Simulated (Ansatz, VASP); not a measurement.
Li2GeN: VASP beside Ansatz

File INCAR:

```
PREC = Accurate
ENCUT = 750
EDIFF = 1E-7
ISMEAR = 0
SIGMA = 0.2
LREAL = F
LASPH = T
NELM = 120
ALGO = Normal
ISIF = 3
LWAVE = F
LCHARG = F
GGA = PE
IBRION = 2
NSW = 36
EDIFFG = -0.08
GGA_COMPAT = F
NELMIN = 4
```

The input KPOINTS:

```
regular mesh
0
Gamma
  4 4 4
```

Contents of POSCAR:

```
Li2GeN
1.0
   -3.7447866400      3.7447866400      2.1250458800
    3.7447866400     -3.7447866400      2.1250458800
    3.7447866400      3.7447866400     -2.1250458800
Li Ge N
4 2 2
Direct
    0.0000000000      0.7387034200      0.7387034200
    0.0000000000      0.2612965800      0.2612965800
    0.7387034200      0.0000000000      0.7387034200
    0.2612965800      0.0000000000      0.2612965800
    0.7500000000      0.2500000000      0.5000000000
    0.2500000000      0.7500000000      0.5000000000
    0.0000000000      0.0000000000      0.0000000000
    0.5000000000      0.5000000000      0.0000000000
```

Input for Ansatz:

```yaml
crystal:
  lattice:
    - [-3.74478664, 3.74478664, 2.12504588]
    - [3.74478664, -3.74478664, 2.12504588]
    - [3.74478664, 3.74478664, -2.12504588]
  atoms:
    - { symbol: Li, position: [0.0, 0.73870342, 0.73870342] }
    - { symbol: Li, position: [0.0, 0.26129658, 0.26129658] }
    - { symbol: Li, position: [0.73870342, 0.0, 0.73870342] }
    - { symbol: Li, position: [0.26129658, 0.0, 0.26129658] }
    - { symbol: Ge, position: [0.75, 0.25, 0.5] }
    - { symbol: Ge, position: [0.25, 0.75, 0.5] }
    - { symbol: "N", position: [0.0, 0.0, 0.0] }
    - { symbol: "N", position: [0.5, 0.5, 0.0] }
basis:
  ecutwfc: 420
kpoints:
  mp_grid: { grid: [4, 4, 4] }
hamiltonian:
  xc: pbe
scf:
  occupations: { method: gaussian, width: 0.2 }
  lower_state_search: "off"
output:
  forces: true
  stress: true
  eigenvalues: true
relax:
  adjacent_minimum: "off"
  f_tol: 0.08
  max_steps: 16
  cell: { stress_tol: 0.8 }
```

Alike in both runs: task relaxation of cell and atoms; functional PBE; k mesh 4 × 4 × 4; occupations gaussian, width 0.2 eV; no spin polarisation.

|  | VASP | Ansatz |
| --- | --- | --- |
| version | VASP 6.6.1 | Ansatz 0.2.0 |
| potentials or method | VASP PAW PBE potentials, release 64 (Li_sv, Ge_d, N), cutoff 750 eV | scalar-relativistic, plane waves, PAW |
| valence electrons in the cell | 50 | 50 |

Ansatz gave:

| Item | Value |
| --- | --- |
| gap on the k mesh at the Fermi level, each at its own relaxed structure (eV) | none |
| relaxed volume (Å³/atom) | 21.90 |
| relaxed length of the cell vector where the two differ most in proportion (Å) | 6.716 |

Q: Estimate VASP's values.

A: gap on the k mesh at the Fermi level, each at its own relaxed structure (eV): none; relaxed volume (Å³/atom): 21.70; relaxed length of the cell vector where the two differ most in proportion (Å): 6.690.

A gap of «none» marks a metal or a gap that the smearing closes.

The k mesh is coarse, so the values compare programs but aren't converged. Noted on VASP's run: the volume moved by over 15 % at a fixed basis, so the end points are rough.
